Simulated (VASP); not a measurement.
Runs of VASP 6.6.1 on AlN. The structure is that of space group P6_3/mmc (No. 194), or close to it. The cells are those of the table. 

```csv
cell,gap on the mesh (eV),pressure (GPa)
"a = 3.400, b = 3.400, c = 4.550 Å, angles 90.0, 90.0, 120.0°, 4 atoms",2.01,-22.5
"a = 3.422, b = 3.422, c = 4.264 Å, angles 90.0, 90.0, 120.0°, 4 atoms",2.62,-18.0
"a = 3.479, b = 3.479, c = 4.147 Å, angles 90.0, 90.0, 120.0°, 4 atoms",(b),(c)
"a = 3.385, b = 3.286, c = 4.194 Å, angles 90.0, 90.0, 121.0°, 4 atoms",3.15,(a)
"a = 3.282, b = 3.282, c = 4.276 Å, angles 90.0, 90.0, 120.0°, 4 atoms",3.09,-2.9
```

Alike in all rows: task single point; level PBEsol; potentials or basis VASP PAW PBE potentials, release 64 (Al, N); no spin polarisation; k mesh 9 × 9 × 6; cutoff (eV) 520; smearing gaussian 0.02 eV.

Task: Fill in the values left out.

Result: (a) -4.8; (b) 2.75; (c) -18.8.

Caveats: the PAW data sets were made with another functional, which shifts forces and pressure a little.

A k mesh can miss the band edges.
